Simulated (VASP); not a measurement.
Runs of VASP 6.6.1 on AlN. The structure is that of space group Fm-3m (No. 225), or close to it. The cells are those of the table. 

```csv
task,cell,k mesh,smearing,gap on the mesh (eV),pressure (GPa)
relaxation of cell and atoms,"relaxed to 14.5 GPa from a = 2.813 Å, angles 60.0°, 2 atoms",10 × 10 × 10,gaussian 0.01 eV,(a),14.5
single point,"a = 2.813 Å, angles 60.0°, 2 atoms",8 × 8 × 8,gaussian 0.1 eV,5.03,14.3
single point,"a = 2.813 Å, angles 60.0°, 2 atoms",10 × 10 × 10,gaussian 0.01 eV,5.03,14.3
single point,"a = 2.813 Å, angles 60.0°, 2 atoms",10 × 10 × 10,gaussian 0.02 eV,5.03,14.3
relaxation of cell and atoms,"relaxed to 14.5 GPa from a = 2.877 Å, angles 60.0°, 2 atoms",8 × 8 × 8,gaussian 0.1 eV,5.02,14.1
relaxation of cell and atoms,"relaxed to 14.5 GPa from a = 2.813 Å, angles 60.0°, 2 atoms",8 × 8 × 8,gaussian 0.1 eV,5.03,14.3
```

Alike in all rows: level PBEsol; potentials or basis VASP PAW PBE potentials, release 64 (Al, N); no spin polarisation; cutoff (eV) 600.

Task: Fill in the values left out.

Result: (a) 5.04.

Caveats: the PAW data sets were made with another functional, which shifts forces and pressure a little; the cell is relaxed towards a set pressure, so the enthalpy falls and the energy may rise (some runs); the relaxation stopped at its first step, so nothing moved (some runs).

A k mesh can miss the band edges.
